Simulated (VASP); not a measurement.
# CePb (I4_1/amd) in VASP: single point with PBE+U

Aim: the single point of CePb with PBE+U.

Everything below comes from runs of VASP 6.6.1. Logs are shortened: lines on timing, memory, paths and dates and some standing lists are left out, and cuts for length are marked.

## 1. The cell of the first run

It takes space group I4_1/amd (No. 141, tetragonal). Conventional cell: a = 4.747 Å, b = 4.747 Å, c = 11.394 Å, α = 90.00°, β = 90.00°, γ = 90.00°. Within 4.4 Å of Ce (site symmetry -4m2) lie 8 Pb at 3.36 to 3.71 Å and 4 Ce at 3.71 Å. Pb (site symmetry -4m2) has 8 Ce at 3.36 to 3.71 Å and 4 Pb at 3.71 Å within 4.4 Å.

## 2. Single point, PBE+U

INCAR reads:

```
SYSTEM = CePb
PREC = Accurate ; ENCUT = 520
EDIFF = 1E-6 ; ISMEAR = 0
SIGMA = 0.05 ; LREAL = .False.
LASPH = .True. ; NELM = 150
ALGO = Normal ; ISIF = 2
LWAVE = .False. ; LCHARG = .False.
LMAXMIX = 6 ; LDAU = .True.
LDAUTYPE = 2 ; LDAUL = 3 -1
LDAUU = 5 0 ; LDAUJ = 0 0
LDAUPRINT = 1 ; GGA = PE
NBANDS = 34
```

KPOINTS reads:

```
Automatic mesh
0
Gamma
  8 8 8
  0 0 0
```

POSCAR reads:

```
CePb
1.0
   -2.3733346483      2.3733346483      5.6970520563
    2.3733346483     -2.3733346483      5.6970520563
    2.3733346483      2.3733346483     -5.6970520563
Ce Pb
2 2
Direct
    0.0000000000      0.0000000000      0.0000000000
    0.7500000000      0.2500000000      0.5000000000
    0.5000000000      0.5000000000      0.0000000000
    0.2500000000      0.7500000000      0.5000000000
```

Potentials or basis: VASP PAW PBE potentials, release 64 (Ce, Pb_d).

Command:

```bash
> cat potpaw_PBE.64/Ce/POTCAR potpaw_PBE.64/Pb_d/POTCAR > POTCAR
> mpirun -np 1 vasp_std > vasp.out
```

OUTCAR:

```text
SYSTEM = CePb
   PREC = Accurate
   ENCUT = 520
   EDIFF = 1E-6
   ISMEAR = 0
   LREAL = .False.
   LASPH = .True.
   NELM = 150
   ISIF = 2
   GGA = PE

 ion  position               nearest neighbor table
   1  0.000  0.000  0.000-   3 3.36   3 3.36   3 3.36   3 3.36
   2  0.750  0.250  0.500-   4 3.36   4 3.36   4 3.36   4 3.36
   3  0.500  0.500  0.000-   1 3.36   1 3.36   1 3.36   1 3.36   4 3.71   4 3.71   4 3.71   4 3.71

   4  0.250  0.750  0.500-   2 3.36   2 3.36   2 3.36   2 3.36   3 3.71   3 3.71   3 3.71   3 3.71

  LATTYP: Found a body centered tetragonal cell.
 ALAT       =     4.7466692966
 C/A-ratio  =     2.4004419522

  Lattice vectors:

 A1 = (  -2.3733346483,   2.3733346483,   5.6970520563)
 A2 = (   2.3733346483,  -2.3733346483,   5.6970520563)
 A3 = (   2.3733346483,   2.3733346483,  -5.6970520563)

Analysis of symmetry for initial positions (statically):
=====================================================================
 Subroutine PRICEL returns:
 Original cell was already a primitive cell.

 Routine SETGRP: Setting up the symmetry group for a
 body centered tetragonal supercell.

 Subroutine GETGRP returns: Found 16 space group operations
 (whereof  8 operations were pure point group operations)
 out of a pool of 16 trial point group operations.

The static configuration has the point symmetry D_2d.
 The point group associated with its full space group is D_4h.

Analysis of symmetry for dynamics (positions and initial velocities):
=====================================================================
 Subroutine PRICEL returns:
 Original cell was already a primitive cell.

 Routine SETGRP: Setting up the symmetry group for a
 body centered tetragonal supercell.

 Subroutine GETGRP returns: Found 16 space group operations
 (whereof  8 operations were pure point group operations)
 out of a pool of 16 trial point group operations.

The dynamic configuration has the point symmetry D_2d.
 The point group associated with its full space group is D_4h.

 Subroutine INISYM returns: Found 16 space group operations
 (whereof  8 operations are pure point group operations),
 and found     1 'primitive' translations

----------------------------------------------------------------------------------------

                                     Primitive cell

  volume of cell :     128.3595

  direct lattice vectors                    reciprocal lattice vectors
[... 168 lines left out ...]
  o =  0.0940  v =  0.0000  0.0000  0.0000  0.0000  0.0000  0.0000  0.0000 -0.6225  0.0000  0.7826 -0.0000  0.0005 -0.0000  0.0004      0.0000  0.0000  0.0000  0.0000  0.0000  0.0000  0.0000  0.0000  0.0000  0.0000  0.0000  0.0000  0.0000  0.0000
  o =  0.0940  v = -0.6225  0.0000  0.7826 -0.0000  0.0005 -0.0000  0.0004  0.0000  0.0000  0.0000  0.0000  0.0000  0.0000  0.0000      0.0000  0.0000  0.0000  0.0000  0.0000  0.0000  0.0000  0.0000  0.0000  0.0000  0.0000  0.0000  0.0000  0.0000
  o =  0.0940  v =  0.0000  0.0000  0.0000  0.0000  0.0000  0.0000  0.0000 -0.0004 -0.0000  0.0005 -0.0000 -0.7826  0.0000 -0.6225      0.0000  0.0000  0.0000  0.0000  0.0000  0.0000  0.0000  0.0000  0.0000  0.0000  0.0000  0.0000  0.0000  0.0000
  o =  0.0940  v = -0.0004 -0.0000  0.0005 -0.0000 -0.7826  0.0000 -0.6225  0.0000  0.0000  0.0000  0.0000  0.0000  0.0000  0.0000      0.0000  0.0000  0.0000  0.0000  0.0000  0.0000  0.0000  0.0000  0.0000  0.0000  0.0000  0.0000  0.0000  0.0000
  o =  0.1029  v =  0.0000  1.0000 -0.0000 -0.0000 -0.0000 -0.0000 -0.0000  0.0000  0.0000  0.0000  0.0000  0.0000  0.0000  0.0000      0.0000  0.0000  0.0000  0.0000  0.0000  0.0000  0.0000  0.0000  0.0000  0.0000  0.0000  0.0000  0.0000  0.0000
  o =  0.1029  v =  0.0000  0.0000  0.0000  0.0000  0.0000  0.0000  0.0000  0.0000  1.0000 -0.0000 -0.0000 -0.0000 -0.0000 -0.0000      0.0000  0.0000  0.0000  0.0000  0.0000  0.0000  0.0000  0.0000  0.0000  0.0000  0.0000  0.0000  0.0000  0.0000

atom =   2  type =  1  l = 3

 onsite density matrix

spin component  1

  0.0493 -0.0000 -0.0355  0.0000 -0.0000  0.0000  0.0000
 -0.0000  0.1029  0.0000 -0.0000  0.0000  0.0000  0.0000
 -0.0355  0.0000  0.0657  0.0000 -0.0000 -0.0000 -0.0000
  0.0000 -0.0000  0.0000  0.0194 -0.0000 -0.0000  0.0000
 -0.0000  0.0000 -0.0000 -0.0000  0.0657  0.0000  0.0355
  0.0000  0.0000 -0.0000 -0.0000  0.0000  0.0082  0.0000
  0.0000  0.0000 -0.0000  0.0000  0.0355  0.0000  0.0493

spin component  2

  0.0493 -0.0000 -0.0355  0.0000 -0.0000  0.0000  0.0000
 -0.0000  0.1029  0.0000 -0.0000  0.0000  0.0000  0.0000
 -0.0355  0.0000  0.0657  0.0000 -0.0000 -0.0000 -0.0000
  0.0000 -0.0000  0.0000  0.0194 -0.0000 -0.0000  0.0000
 -0.0000  0.0000 -0.0000 -0.0000  0.0657  0.0000  0.0355
  0.0000  0.0000 -0.0000 -0.0000  0.0000  0.0082  0.0000
  0.0000  0.0000 -0.0000  0.0000  0.0355  0.0000  0.0493

 occupancies and eigenvectors

  o =  0.0082  v = -0.0000 -0.0000 -0.0000  0.0000 -0.0000  1.0000  0.0000  0.0000  0.0000  0.0000  0.0000  0.0000  0.0000  0.0000      0.0000  0.0000  0.0000  0.0000  0.0000  0.0000  0.0000  0.0000  0.0000  0.0000  0.0000  0.0000  0.0000  0.0000
  o =  0.0082  v =  0.0000  0.0000  0.0000  0.0000  0.0000  0.0000  0.0000 -0.0000 -0.0000 -0.0000  0.0000 -0.0000  1.0000  0.0000      0.0000  0.0000  0.0000  0.0000  0.0000  0.0000  0.0000  0.0000  0.0000  0.0000  0.0000  0.0000  0.0000  0.0000
  o =  0.0194  v = -0.0000 -0.0000 -0.0000 -1.0000  0.0000  0.0000 -0.0000  0.0000  0.0000  0.0000  0.0000  0.0000  0.0000  0.0000      0.0000  0.0000  0.0000  0.0000  0.0000  0.0000  0.0000  0.0000  0.0000  0.0000  0.0000  0.0000  0.0000  0.0000
  o =  0.0194  v =  0.0000  0.0000  0.0000  0.0000  0.0000  0.0000  0.0000 -0.0000 -0.0000 -0.0000 -1.0000  0.0000  0.0000 -0.0000      0.0000  0.0000  0.0000  0.0000  0.0000  0.0000  0.0000  0.0000  0.0000  0.0000  0.0000  0.0000  0.0000  0.0000
  o =  0.0211  v =  0.7826 -0.0000  0.6225 -0.0000  0.0000  0.0000 -0.0000  0.0000  0.0000  0.0000  0.0000  0.0000  0.0000  0.0000      0.0000  0.0000  0.0000  0.0000  0.0000  0.0000  0.0000  0.0000  0.0000  0.0000  0.0000  0.0000  0.0000  0.0000
  o =  0.0211  v =  0.0000  0.0000  0.0000  0.0000  0.0000  0.0000  0.0000  0.7826 -0.0000  0.6225 -0.0000  0.0000  0.0000 -0.0000      0.0000  0.0000  0.0000  0.0000  0.0000  0.0000  0.0000  0.0000  0.0000  0.0000  0.0000  0.0000  0.0000  0.0000
  o =  0.0211  v =  0.0000 -0.0000  0.0000 -0.0000 -0.6225 -0.0000  0.7826  0.0000  0.0000  0.0000  0.0000  0.0000  0.0000  0.0000      0.0000  0.0000  0.0000  0.0000  0.0000  0.0000  0.0000  0.0000  0.0000  0.0000  0.0000  0.0000  0.0000  0.0000
  o =  0.0211  v =  0.0000  0.0000  0.0000  0.0000  0.0000  0.0000  0.0000  0.0000 -0.0000  0.0000 -0.0000 -0.6225 -0.0000  0.7826      0.0000  0.0000  0.0000  0.0000  0.0000  0.0000  0.0000  0.0000  0.0000  0.0000  0.0000  0.0000  0.0000  0.0000
  o =  0.0940  v =  0.0000  0.0000  0.0000  0.0000  0.0000  0.0000  0.0000  0.0005  0.0000 -0.0006 -0.0000 -0.7826 -0.0000 -0.6225      0.0000  0.0000  0.0000  0.0000  0.0000  0.0000  0.0000  0.0000  0.0000  0.0000  0.0000  0.0000  0.0000  0.0000
  o =  0.0940  v =  0.0005  0.0000 -0.0006 -0.0000 -0.7826 -0.0000 -0.6225  0.0000  0.0000  0.0000  0.0000  0.0000  0.0000  0.0000      0.0000  0.0000  0.0000  0.0000  0.0000  0.0000  0.0000  0.0000  0.0000  0.0000  0.0000  0.0000  0.0000  0.0000
  o =  0.0940  v =  0.6225  0.0000 -0.7826 -0.0000  0.0006  0.0000  0.0005  0.0000  0.0000  0.0000  0.0000  0.0000  0.0000  0.0000      0.0000  0.0000  0.0000  0.0000  0.0000  0.0000  0.0000  0.0000  0.0000  0.0000  0.0000  0.0000  0.0000  0.0000
  o =  0.0940  v =  0.0000  0.0000  0.0000  0.0000  0.0000  0.0000  0.0000  0.6225  0.0000 -0.7826 -0.0000  0.0006  0.0000  0.0005      0.0000  0.0000  0.0000  0.0000  0.0000  0.0000  0.0000  0.0000  0.0000  0.0000  0.0000  0.0000  0.0000  0.0000
  o =  0.1029  v = -0.0000  1.0000  0.0000 -0.0000  0.0000  0.0000  0.0000  0.0000  0.0000  0.0000  0.0000  0.0000  0.0000  0.0000      0.0000  0.0000  0.0000  0.0000  0.0000  0.0000  0.0000  0.0000  0.0000  0.0000  0.0000  0.0000  0.0000  0.0000
  o =  0.1029  v =  0.0000  0.0000  0.0000  0.0000  0.0000  0.0000  0.0000 -0.0000  1.0000  0.0000 -0.0000  0.0000  0.0000  0.0000      0.0000  0.0000  0.0000  0.0000  0.0000  0.0000  0.0000  0.0000  0.0000  0.0000  0.0000  0.0000  0.0000  0.0000

 number of electron      52.0000003 magnetization

 Free energy of the ion-electron system (eV)
  ---------------------------------------------------
  ext. energy  EPLUGINS =         0.00000000
  ---------------------------------------------------
  free energy    TOTEN  =       -16.29990687 eV

  energy without entropy =      -16.28147793  energy(sigma->0) =      -16.29069240

 E-fermi :   7.1800     XC(G=0): -10.1790

 val. band max:        7.1796967116   @ k =  -0.3750   0.1250   0.0000
 cond. band min:       7.1806353337   @ k =  -0.2500   0.2500   0.0000
 fundamental gap:      0.0009386221
 Fermi energy:         7.1800055433

 k-point     1 :       0.0000    0.0000    0.0000
  band No.  band energies     occupation
      1     -28.9347      2.00000
      2     -28.8341      2.00000
      3     -11.7661      2.00000
      4     -11.4873      2.00000
      5     -11.4873      2.00000
      6     -11.3553      2.00000
[... 877 lines left out ...]
     33       7.6195      0.00000
     34       7.6401      0.00000

 [... further k-points ...]

------------------------ aborting loop because EDIFF is reached ----------------------------------------

  FORCE on cell =-STRESS in cart. coord.  units (eV):
  Direction    XX          YY          ZZ          XY          YZ          ZX
  --------------------------------------------------------------------------------------
  -------------------------------------------------------------------------------------
  Total       -3.6815402     -3.6815402     -2.7154040      0.0000000      0.0000000      0.0000000
  in kB      -45.9528016    -45.9528016    -33.8935379      0.0000000      0.0000000      0.0000000
  external PRESSURE =     -41.9330470 kB  Pullay stress =       0.0000000 kB

 VOLUME and BASIS-vectors are now :
 -----------------------------------------------------------------------------
  energy-cutoff  :      520.00
  volume of cell :      128.36
      direct lattice vectors                 reciprocal lattice vectors
    -2.373334648  2.373334648  5.697052056     0.000000000  0.210674041  0.087764689
     2.373334648 -2.373334648  5.697052056     0.210674041  0.000000000  0.087764689
     2.373334648  2.373334648 -5.697052056     0.210674041  0.210674041  0.000000000

 POSITION                                       TOTAL-FORCE (eV/Angst)
 -----------------------------------------------------------------------------------
      0.00000      0.00000      0.00000         0.000000     -0.000000      0.000000
      0.00000      2.37333      2.84853        -0.000000      0.000000     -0.000000
      0.00000      0.00000      5.69705         0.000000      0.000000      0.000000
      2.37333      0.00000      2.84853         0.000000      0.000000      0.000000
 -----------------------------------------------------------------------------------
    total drift:                               -0.000000      0.000000     -0.000000

  FREE ENERGIE OF THE ION-ELECTRON SYSTEM (eV)
  ---------------------------------------------------
  free  energy   TOTEN  =       -16.2999068715 eV

  energy  without entropy=      -16.2814779324  energy(sigma->0) =      -16.29069240
```

Wall time 13 min (1 thread of Intel Xeon Platinum 8259CL at 2.50GHz (Skylake/Cascade Lake), shared host); peak memory 0.52 GiB.

What came out:

| Property | Result |
| --- | --- |
| Free energy | -16.2999 eV |
| Pressure | -4.2 GPa |
| Band gap on the k mesh | zero (bands 26 and 27 overlap by 0.38 eV) |

Levels at points of the mesh, in eV from the Fermi level:
| k point | band 23 | band 24 | band 25 | band 26 | band 27 | band 28 | band 29 | band 30 |
| --- | --- | --- | --- | --- | --- | --- | --- | --- |
| (0.00, 0.00, 0.00) | -0.70 | -0.58 | -0.21 | -0.21 | 0.05 | 0.05 | 0.07 | 0.18 |
| (0.50, 0.00, 0.00) | -1.91 | -1.59 | -1.00 | 0.06 | 0.09 | 0.10 | 0.19 | 0.29 |
| (0.50, 0.50, 0.00) | -1.47 | -1.47 | -0.18 | -0.18 | 0.08 | 0.08 | 0.23 | 0.23 |
| (0.50, 0.50, 0.50) | -0.73 | -0.73 | -0.05 | -0.05 | -0.03 | -0.03 | 0.14 | 0.14 |

Eigenvalues of the final occupation matrices:
```csv
site,spin,trace,eigenvalues
site 1 f,1,0.36,0.01 0.02 0.02 0.02 0.09 0.09 0.10
site 1 f,2,0.36,0.01 0.02 0.02 0.02 0.09 0.09 0.10
site 2 f,1,0.36,0.01 0.02 0.02 0.02 0.09 0.09 0.10
site 2 f,2,0.36,0.01 0.02 0.02 0.02 0.09 0.09 0.10
```

Caveat: the cell stands under tension; spin-orbit coupling is left out, which moves the levels of the heavy elements; U without spin polarisation on a metal has little footing. Spin polarisation is off, so any magnetic state and its effect on volume and gap are missing.
